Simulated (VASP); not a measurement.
# ZrZn4N (P-6m2) in VASP: notebook

The runs below take ZrZn4N through single point, relaxation of cell and atoms, with PBE.

Everything below comes from runs of VASP 6.6.1. Logs are shortened: lines on timing, memory, paths and dates and some standing lists are left out, and cuts for length are marked.

### Step 1. The cell of the first run

It takes space group P-6m2 (No. 187, hexagonal). The conventional cell has a = 5.250 Å, b = 5.250 Å, c = 3.696 Å, α = 90.00°, β = 90.00°, γ = 120.00°. Within 4.0 Å of Zr (site symmetry -6m2) lie 15 Zn at 3.03 to 3.21 Å and 3 N at 3.03 Å and 2 Zr at 3.70 Å. Zn (site symmetry -6m2) has 6 Zn at 2.44 Å and 3 N at 3.03 Å and 3 Zr at 3.03 Å within 3.2 Å. Within 3.3 Å of Zn (site symmetry mm2) lie 2 N at 2.35 Å and 6 Zn at 2.44 to 2.75 Å and 4 Zr at 3.21 Å. N (site symmetry -6m2) has 9 Zn at 2.35 to 3.03 Å and 3 Zr at 3.03 Å within 3.1 Å.

The cell was generated, and may not be a known phase.

### Step 2. Single point, PBE

File INCAR:

```
SYSTEM = ZrZn4N
PREC = Accurate
ENCUT = 520
EDIFF = 1E-6
ISMEAR = 0
SIGMA = 0.1
LREAL = .FALSE.
LASPH = .TRUE.
NELM = 80
ALGO = Normal
ISIF = 2
LWAVE = .FALSE.
LCHARG = .FALSE.
GGA = PE
NBANDS = 42
```

File KPOINTS:

```
regular mesh
0
G
  6 6 4
  0 0 0
```

File POSCAR:

```
ZrZn4N
1.0
    5.2503423032      0.0000000000      0.0000000000
   -2.6251711516      4.5469298131      0.0000000000
    0.0000000000      0.0000000000      3.6956219719
Zr Zn N
1 4 1
Direct
    0.0000000000      0.0000000000      0.0000000000
    0.6666666667      0.3333333333      0.0000000000
    1.0156853675      0.5078426837      0.5000000000
    0.4921573163      0.5078426837      0.5000000000
    0.4921573163     -0.0156853675      0.5000000000
    0.3333333333      0.6666666667      0.0000000000
```

Potentials or basis: VASP PAW PBE potentials, release 64 (Zr_sv, Zn, N).

Launch:

```bash
> cat potpaw_PBE.64/Zr_sv/POTCAR potpaw_PBE.64/Zn/POTCAR potpaw_PBE.64/N/POTCAR > POTCAR
> mpirun -np 1 vasp_std > vasp.out
```

OUTCAR:

```text
SYSTEM = ZrZn4N
   PREC = Accurate
   ENCUT = 520
   EDIFF = 1E-6
   ISMEAR = 0
   LREAL = .FALSE.
   LASPH = .TRUE.
   NELM = 80
   ISIF = 2
   GGA = PE

 ion  position               nearest neighbor table
   1  0.000  0.000  0.000-   2 3.03   2 3.03   2 3.03   3 3.21   3 3.21   5 3.21   5 3.21   4 3.21
                             4 3.21   4 3.21   4 3.21   3 3.21   3 3.21   5 3.21   5 3.21
   2  0.667  0.333  0.000-   5 2.44   5 2.44   3 2.44   3 2.44   4 2.44   4 2.44   1 3.03   1 3.03
                             1 3.03
   3  0.016  0.508  0.500-   6 2.35   6 2.35   2 2.44   2 2.44   5 2.50   4 2.50   5 2.75   4 2.75
                             1 3.21   1 3.21   1 3.21   1 3.21
   4  0.492  0.508  0.500-   6 2.35   6 2.35   2 2.44   2 2.44   5 2.50   3 2.50   5 2.75   3 2.75
                             1 3.21   1 3.21   1 3.21   1 3.21
   5  0.492  0.984  0.500-   6 2.35   6 2.35   2 2.44   2 2.44   4 2.50   3 2.50   3 2.75   4 2.75
                             1 3.21   1 3.21   1 3.21   1 3.21
   6  0.333  0.667  0.000-   5 2.35   5 2.35   3 2.35   3 2.35   4 2.35   4 2.35

  LATTYP: Found a hexagonal cell.
 ALAT       =     5.2503423032
 C/A-ratio  =     0.7038821011

  Lattice vectors:

 A1 = (   5.2503423032,   0.0000000000,   0.0000000000)
 A2 = (  -2.6251711516,   4.5469298131,   0.0000000000)
 A3 = (   0.0000000000,   0.0000000000,   3.6956219719)

Analysis of symmetry for initial positions (statically):
=====================================================================
 Subroutine PRICEL returns:
 Original cell was already a primitive cell.

 Routine SETGRP: Setting up the symmetry group for a
 hexagonal supercell.

 Subroutine GETGRP returns: Found 12 space group operations
 (whereof 12 operations were pure point group operations)
 out of a pool of 24 trial point group operations.

The static configuration has the point symmetry D_3h.

Analysis of symmetry for dynamics (positions and initial velocities):
=====================================================================
 Subroutine PRICEL returns:
 Original cell was already a primitive cell.

 Routine SETGRP: Setting up the symmetry group for a
 hexagonal supercell.

 Subroutine GETGRP returns: Found 12 space group operations
 (whereof 12 operations were pure point group operations)
 out of a pool of 24 trial point group operations.

The dynamic configuration has the point symmetry D_3h.

 Subroutine INISYM returns: Found 12 space group operations
 (whereof 12 operations are pure point group operations),
 and found     1 'primitive' translations

----------------------------------------------------------------------------------------

                                     Primitive cell

  volume of cell :      88.2254

  direct lattice vectors                    reciprocal lattice vectors
     5.250342303  0.000000000  0.000000000     0.190463772  0.109964310  0.000000000
    -2.625171152  4.546929813  0.000000000     0.000000000  0.219928620  0.000000000
     0.000000000  0.000000000  3.695621972     0.000000000  0.000000000  0.270590447

  length of vectors
     5.250342303  5.250342303  3.695621972     0.219928620  0.219928620  0.270590447

  position of ions in fractional coordinates (direct lattice)
     0.000000000  0.000000000  0.000000000
     0.666666667  0.333333333  0.000000000
     0.015685367  0.507842684  0.500000000
     0.492157316  0.507842684  0.500000000
     0.492157316  0.984314633  0.500000000
     0.333333333  0.666666667  0.000000000

  ion indices of the primitive-cell ions
   primitive index   ion index
                 1           1
                 2           2
                 3           3
                 4           4
                 5           5
                 6           6

----------------------------------------------------------------------------------------

 KPOINTS: regular mesh

Automatic generation of k-mesh.
 Grid dimensions read from file:
 generate k-points for:    6    6    4

 Generating k-lattice:

  Cartesian coordinates                     Fractional coordinates (reciprocal lattice)
     0.031743962  0.018327385  0.000000000     0.166666667  0.000000000  0.000000000
     0.000000000  0.036654770  0.000000000     0.000000000  0.166666667  0.000000000
     0.000000000  0.000000000  0.067647612     0.000000000  0.000000000  0.250000000

  Length of vectors
     0.036654770  0.036654770  0.067647612

  Shift w.r.t. Gamma in fractional coordinates (k-lattice)
     0.000000000  0.000000000  0.000000000

 Subroutine IBZKPT returns following result:
 ===========================================

 Found     21 irreducible k-points:

 Following reciprocal coordinates:
            Coordinates               Weight
  0.000000  0.000000  0.000000      1.000000
  0.166667  0.000000  0.000000      6.000000
  0.333333 -0.000000  0.000000      6.000000
  0.500000  0.000000  0.000000      3.000000
  0.166667  0.166667  0.000000      6.000000
  0.333333  0.166667  0.000000     12.000000
[... 13 lines left out ...]
  0.333333  0.166667  0.500000     12.000000
  0.333333  0.333333  0.500000      2.000000
   k-points           NKPTS =     21   k-points in BZ     NKDIM =     21   number of bands    NBANDS=     42
   number of dos      NEDOS =    301   number of ions     NIONS =      6
   total plane-waves  NPLWV =  44800
   dimension x,y,z NGX =    40 NGY =   40 NGZ =   28
   dimension x,y,z NGXF=    80 NGYF=   80 NGZF=   56
   ions per type =               1   4   1
   NGX,Y,Z   is equivalent  to a cutoff of  12.67, 12.67, 12.60 a.u.
   NGXF,Y,Z  is equivalent  to a cutoff of  25.33, 25.33, 25.19 a.u.
 SYSTEM =  ZrZn4N
   PREC   = accura    normal or accurate (medium, high low for compatibility)
   ISTART =      0    job   : 0-new  1-cont  2-samecut
   ICHARG =      2    charge: 1-file 2-atom 10-const
   ISPIN  =      1    spin polarized calculation?
   LNONCOLLINEAR =      F non collinear calculations
   LSORBIT =      F    spin-orbit coupling
   LASPH  =      T    aspherical Exc in radial PAW
   ENCUT  =  520.0 eV  38.22 Ry    6.18 a.u.   9.76  9.76  6.87*2*pi/ulx,y,z
   NELM   =     80;   NELMIN=  2; NELMDL= -5     # of ELM steps
   EDIFF  = 0.1E-05   stopping-criterion for ELM
   LREAL  =      F    real-space projection
   EDIFFG = 0.1E-04   stopping-criterion for IOM
   NSW    =      0    number of steps for IOM
   IBRION =     -1    ionic relax: 0-MD 1-quasi-New 2-CG
   NFREE  =      0    steps in history (QN), initial steepest desc. (CG)
   ISIF   =      2    stress and relaxation
   ISYM   =      2    0-nonsym 1-usesym 2-fastsym
   POTIM  = 0.5000    time-step for ionic-motion
   TEBEG  =    0.0;   TEEND  =   0.0 temperature during run
   PSTRESS=    0.0 pullay stress
   NELECT =      65.0000    total number of electrons
   NUPDOWN=      -1.0000    fix difference up-down
   EMIN   =  10.00;   EMAX   =-10.00  energy-range for DOS
   EFERMI =   0.00;   METHOD = LEGACY
   ISMEAR =     0;   SIGMA  =   0.10  broadening in eV -4-tet -1-fermi 0-gaus
   EFERMI_NEDOS =   21; number of points for ismear=-14 and -15
   IALGO  =     38    algorithm
   IMIX   =      4    mixing-type and parameters
     AMIX     =   0.40;   BMIX     =  1.00
     AMIX_MAG =   1.60;   BMIX_MAG =  1.00
  volume/ion in A,a.u.               =      14.70        99.23
  Fermi-wavevector in a.u.,A,eV,Ry     =   1.478591  2.794132 29.745495  2.186232
  Thomas-Fermi vector in A             =   2.592853
   LORBIT       =      0    0 simple, 1 ext, 2 COOP (PROOUT), +10 PAW based schemes
   GGA     = PE    functional components
   LHFCALC =     F    Hartree Fock is set to
   AEXX    =    0.0000 exact exchange contribution
   IVDW    =     0    specifies the selected vdW correction
   LEPSILON=     F    determine dielectric tensor
   LRPA    =     F    only Hartree local field effects (RPA)
 non-spin polarized calculation
 Gauss-broadening in eV      SIGMA  =   0.10
  energy-cutoff  :      520.00
  volume of cell :       88.23
 maximum number of plane-waves:      2406
 NGX is ok and might be reduce to    40
   NGX = 19   NGY = 19   NGZ = 13

 number of electron      65.0000038 magnetization

 Free energy of the ion-electron system (eV)
  ---------------------------------------------------
  ext. energy  EPLUGINS =         0.00000000
  ---------------------------------------------------
  free energy    TOTEN  =       -19.42265841 eV

  energy without entropy =      -19.40051092  energy(sigma->0) =      -19.41158467

 E-fermi :   5.2119     XC(G=0): -11.6611

 val. band max:        5.2100864976   @ k =   0.3333   0.1667   0.5000
 cond. band min:       5.2258788902   @ k =   0.3333   0.1667   0.2500
 fundamental gap:      0.0157923926
 Fermi energy:         5.2119230168

 k-point     1 :       0.0000    0.0000    0.0000
  band No.  band energies     occupation
      1     -44.5994      2.00000
      2     -22.6028      2.00000
      3     -22.6028      2.00000
      4     -22.4697      2.00000
      5      -9.4910      2.00000
      6      -4.1040      2.00000
[... 34 lines left out ...]
     41       8.9748      0.00000
     42      12.2306      0.00000

 k-point     2 :       0.1667    0.0000    0.0000
  band No.  band energies     occupation
      1     -44.5994      2.00000
      2     -22.6044      2.00000
      3     -22.6031      2.00000
      4     -22.4697      2.00000
      5      -9.4556      2.00000
      6      -4.0950      2.00000
[... 34 lines left out ...]
     41       9.8388      0.00000
     42      11.9129      0.00000

 k-point     3 :       0.3333   -0.0000    0.0000
  band No.  band energies     occupation
      1     -44.5994      2.00000
      2     -22.6076      2.00000
      3     -22.6038      2.00000
      4     -22.4698      2.00000
      5      -9.3847      2.00000
      6      -4.0789      2.00000
[... 762 lines left out ...]
      4     -22.5908      2.00000
      5      -8.9297      2.00000
      6      -3.6680      2.00000
[... 34 lines left out ...]
     41      10.5819      0.00000
     42      11.4306      0.00000

 k-point    21 :       0.3333    0.3333    0.5000
  band No.  band energies     occupation
      1     -44.5923      2.00000
      2     -22.5933      2.00000
      3     -22.5931      2.00000
      4     -22.5906      2.00000
      5      -8.9238      2.00000
      6      -3.5737      2.00000
[... 34 lines left out ...]
     41      10.1991      0.00000
     42      10.8253      0.00000

------------------------ aborting loop because EDIFF is reached ----------------------------------------

  FORCE on cell =-STRESS in cart. coord.  units (eV):
  Direction    XX          YY          ZZ          XY          YZ          ZX
  --------------------------------------------------------------------------------------
  -------------------------------------------------------------------------------------
  Total        0.3035184      0.3035184      0.3899639      0.0000000     -0.0000000      0.0000000
  in kB        5.5119112      5.5119112      7.0817661      0.0000000     -0.0000000      0.0000000
  external PRESSURE =       6.0351961 kB  Pullay stress =       0.0000000 kB

 VOLUME and BASIS-vectors are now :
 -----------------------------------------------------------------------------
  energy-cutoff  :      520.00
  volume of cell :       88.23
      direct lattice vectors                 reciprocal lattice vectors
     5.250342303  0.000000000  0.000000000     0.190463772  0.109964310  0.000000000
    -2.625171152  4.546929813  0.000000000     0.000000000  0.219928620  0.000000000
     0.000000000  0.000000000  3.695621972     0.000000000  0.000000000  0.270590447

 POSITION                                       TOTAL-FORCE (eV/Angst)
 -----------------------------------------------------------------------------------
      0.00000      0.00000      0.00000        -0.000000     -0.000000     -0.000000
      2.62517      1.51564      0.00000        -0.000000     -0.000000     -0.000000
     -1.25082      2.30913      1.84781        -0.016628     -0.009600      0.000000
      1.25082      2.30913      1.84781         0.016628     -0.009600      0.000000
      0.00000      4.47561      1.84781         0.000000      0.019200     -0.000000
     -0.00000      3.03129      0.00000        -0.000000      0.000000     -0.000000
 -----------------------------------------------------------------------------------
    total drift:                               -0.000002      0.000001      0.000000

  FREE ENERGIE OF THE ION-ELECTRON SYSTEM (eV)
  ---------------------------------------------------
  free  energy   TOTEN  =       -19.4226584072 eV

  energy  without entropy=      -19.4005109231  energy(sigma->0) =      -19.41158467
```

It took 52 s on 1 thread of Intel Xeon Platinum 8488C (Sapphire Rapids), shared host; peak memory 0.23 GiB.

Results:

| Property | Result |
| --- | --- |
| Free energy | -19.4227 eV |
| Pressure | 0.6 GPa |
| Largest force | 0.019 eV/Å |
| Band gap on the k mesh | zero (an odd number of electrons rules out a gap without spin polarisation) |

Forces in eV/Å, atoms in the order of the input:
```
Zr   0.000  0.000  0.000
Zn   0.000  0.000  0.000
Zn  -0.017 -0.010  0.000
Zn   0.017 -0.010  0.000
Zn   0.000  0.019  0.000
N    0.000  0.000  0.000
```

Levels at points of the mesh, in eV from the Fermi level:
| k point | band 30 | band 31 | band 32 | band 33 | band 34 | band 35 |
| --- | --- | --- | --- | --- | --- | --- |
| (0.00, 0.00, 0.00) | -1.89 | -1.81 | -1.81 | 0.56 | 1.47 | 1.47 |
| (0.50, 0.00, 0.00) | -2.26 | -1.49 | -1.11 | 0.56 | 0.69 | 1.24 |
| (0.00, 0.00, 0.50) | -3.89 | -1.91 | -1.91 | 0.76 | 0.76 | 0.98 |
| (0.50, 0.00, 0.50) | -2.32 | -1.66 | -1.43 | 0.24 | 0.28 | 0.92 |

Caveat: the k points lie up to 0.43 Å⁻¹ apart, too coarse for converged energies and pressures of a metal.

### Step 3. Single point, PBE

File INCAR:

```
ALGO     = Normal         # electronic algorithm
EDIFF    = 1E-6           # SCF threshold, eV
ENCUT    = 520            # plane-wave cutoff, eV
GGA      = PE             # functional
ISIF     = 2              # what is computed and relaxed
ISMEAR   = 0              # smearing method
LASPH    = True           # aspherical terms in the spheres
LCHARG   = False          # write CHGCAR
LREAL    = False          # projectors in reciprocal space
LWAVE    = False          # write WAVECAR
NBANDS   = 42             # bands
NELM     = 80             # most SCF steps
PREC     = Accurate       # precision mode
SIGMA    = 0.1            # smearing width, eV
```

File KPOINTS:

```
k-points
0
Gamma
  6 6 6
```

Changes to POSCAR since step 2:

```diff
@@ -10,5 +10,5 @@
     0.6666666667      0.3333333333      0.0000000000
-    1.0156853675      0.5078426837      0.5000000000
+    0.0156853675      0.5078426837      0.5000000000
     0.4921573163      0.5078426837      0.5000000000
-    0.4921573163     -0.0156853675      0.5000000000
+    0.4921573163      0.9843146325      0.5000000000
     0.3333333333      0.6666666667      0.0000000000
```

Potentials or basis: VASP PAW PBE potentials, release 64 (Zr_sv, Zn, N).

Launch:

```bash
> cat potpaw_PBE.64/Zr_sv/POTCAR potpaw_PBE.64/Zn/POTCAR potpaw_PBE.64/N/POTCAR > POTCAR
> mpirun -np 1 vasp_std > vasp.out
```

It took 69 s on 1 thread of Intel Xeon Platinum 8488C (Sapphire Rapids), shared host; peak memory 0.25 GiB.

Results (log left out):

| Quantity | Value |
| --- | --- |
| Free energy | -19.3840 eV |
| Pressure | 0.5 GPa |
| Largest force | 0.027 eV/Å |
| Band gap on the k mesh | zero (an odd number of electrons rules out a gap without spin polarisation) |

Forces in eV/Å, atoms in the order of the input:
```
Zr   0.000  0.000  0.000
Zn   0.000  0.000  0.000
Zn  -0.024 -0.014  0.000
Zn   0.024 -0.014  0.000
Zn   0.000  0.027  0.000
N    0.000  0.000  0.000
```

Stress tensor (GPa, compression positive):
```
0.66 0.00 0.00
0.00 0.66 0.00
0.00 0.00 0.23
```

Levels at points of the mesh, in eV from the Fermi level:
```tsv
k point	band 30	band 31	band 32	band 33	band 34	band 35
(0.00, 0.00, 0.00)	-1.91	-1.84	-1.84	0.54	1.48	1.48
(0.50, 0.00, 0.00)	-2.30	-1.49	-1.13	0.54	0.68	1.25
(0.00, 0.00, 0.50)	-3.92	-1.92	-1.92	0.74	0.74	0.94
(0.50, 0.00, 0.50)	-2.34	-1.70	-1.45	0.23	0.26	0.91
```

### Step 4. Relaxation of cell and atoms, PBE

File INCAR:

```
PREC = Accurate
ENCUT = 600
EDIFF = 1E-7
ISMEAR = 0
SIGMA = 0.1
LREAL = False
LASPH = True
NELM = 100
ALGO = Normal
ISIF = 3
LWAVE = False
LCHARG = False
GGA = PE
IBRION = 2
NSW = 90
EDIFFG = -0.04
```

File KPOINTS:

```
regular mesh
0
Gamma
  6 6 6
```

POSCAR is that of step 3.

Launch:

```bash
> cat potpaw_PBE.64/Zr_sv/POTCAR potpaw_PBE.64/Zn/POTCAR potpaw_PBE.64/N/POTCAR > POTCAR
> mpirun -np 1 vasp_std > vasp.out
```

Run time: 2.6 min. Hardware: 1 thread of Intel Xeon Platinum 8488C (Sapphire Rapids), shared host; peak memory 0.29 GiB.

It converged, with:

```yaml
Free_energy: -19.3848 eV
Relaxed_volume: 14.79 Å³/atom
Relaxed_cell: a = 5.264 Å, b = 5.264 Å, c = 3.698 Å, α = 90.00°, β = 90.00°, γ = 120.00°
Space_group_after_relaxing_to_0.1_Å: P-6m2 (No. 187)
Energy_gained_by_relaxing: 0.1 meV/atom
Ionic_steps: 2
Pressure_after_relaxing: -0.2 GPa
Largest_force_after_relaxing: 0.014 eV/Å
Band_gap_on_the_k_mesh: zero (an odd number of electrons rules out a gap without spin polarisation)
```

Forces on the atoms (eV/Å):
```
Zr   0.000  0.000  0.000
Zn   0.000  0.000  0.000
Zn   0.012  0.007  0.000
Zn  -0.012  0.007  0.000
Zn   0.000 -0.014  0.000
N    0.000  0.000  0.000
```

Stress tensor (GPa, compression positive):
```
-0.06  0.00  0.00
 0.00 -0.06  0.00
 0.00  0.00 -0.41
```

The path:
| step | energy change (eV) | largest force (eV/Å) | pressure (GPa) | volume (Å³) |
| --- | --- | --- | --- | --- |
| 1 | 0.0000 | 0.0273 | 0.44 | 88.23 |
| 2 | -0.0007 | 0.0135 | -0.18 | 88.74 |

Final structure:
```
CELL_PARAMETERS angstrom
5.26380 0.00000 0.00000
-2.63190 4.55858 0.00000
0.00000 0.00000 3.69811
ATOMIC_POSITIONS crystal
Zr 0.00000 0.00000 0.00000
Zn 0.66667 0.33333 0.00000
Zn 0.01540 0.50770 0.50000
Zn 0.49230 0.50770 0.50000
Zn 0.49230 0.98460 0.50000
N 0.33333 0.66667 0.00000
```

Levels at points of the mesh, in eV from the Fermi level:
```
           k point  band 29  band 30  band 31  band 32  band 33  band 34  band 35  band 36
(0.00, 0.00, 0.00)    -3.20    -1.90    -1.83    -1.83     0.54     1.47     1.47     2.06
(0.50, 0.00, 0.00)    -2.80    -2.29    -1.49    -1.13     0.54     0.69     1.25     1.73
(0.00, 0.00, 0.50)    -3.89    -3.89    -1.91    -1.91     0.73     0.73     0.92     0.92
(0.50, 0.00, 0.50)    -3.51    -2.33    -1.69    -1.44     0.23     0.25     0.90     1.68
```

### Step 5. The runs side by side

```tsv
task	cell	k mesh	cutoff (eV)	gap on the mesh (eV)	pressure (GPa)	largest force (eV/Å)
single point	as given	6 × 6 × 4	520	none	0.6	0.02
single point	as given	6 × 6 × 6	520	none	0.5	0.03
relaxation of cell and atoms	relaxed	6 × 6 × 6	600	none	-0.2	0.01
```

Alike in all rows: level PBE; potentials or basis VASP PAW PBE potentials, release 64 (Zr_sv, Zn, N); no spin polarisation; smearing gaussian 0.1 eV.

Caveats: some runs use coarse meshes.

Absolute energies hang on the potentials; compare differences alone.

The gap in the log of VASP goes by the Fermi energy; the results here count the filled bands.